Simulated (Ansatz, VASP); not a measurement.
# One calculation of Ir, two programs

```
Ir
1.0
     0.00000    2.07328    1.84291
     2.07328    0.00000    1.84291
     2.07328    2.07328    0.00000
Ir
1
Cartesian
  0.0000 0.0000 0.0000
```

Change from the starting cell: strain +0.080 along x and y, -0.040 along z, atoms carried along.

Alike in both runs: task single point; functional r2SCAN; k mesh 22 × 22 × 22; occupations gaussian, width 0.15 eV; no spin polarisation.

|  | VASP | Ansatz |
| --- | --- | --- |
| version | VASP 6.6.1 | Ansatz 0.2.0 |
| potentials or method | VASP PAW PBE potentials, release 64 (Ir), cutoff 520 eV | scalar-relativistic, plane waves, PAW |
| valence electrons in the cell | 9 | 17 |

Ansatz gave:

- gap on the k mesh at the Fermi level (eV): none
- pressure (GPa): -28.8
- traceless stress, the component that is largest in VASP (GPa): 19.31

**Question.** Which values does VASP return?

**Answer.** gap on the k mesh at the Fermi level (eV): none; pressure (GPa): -27.3; traceless stress, the component that is largest in VASP (GPa): 19.24.

VASP's potentials were made for PBE, not for r2SCAN. A gap of «none» marks a metal or a gap that the smearing closes. With one functional, cell and mesh, what is left measures potentials, basis and numerics. VASP's potentials hold 9 valence electrons a cell and Ansatz's 17, so a difference there can come from the potentials and not from the codes.

Spin-orbit coupling is off throughout.
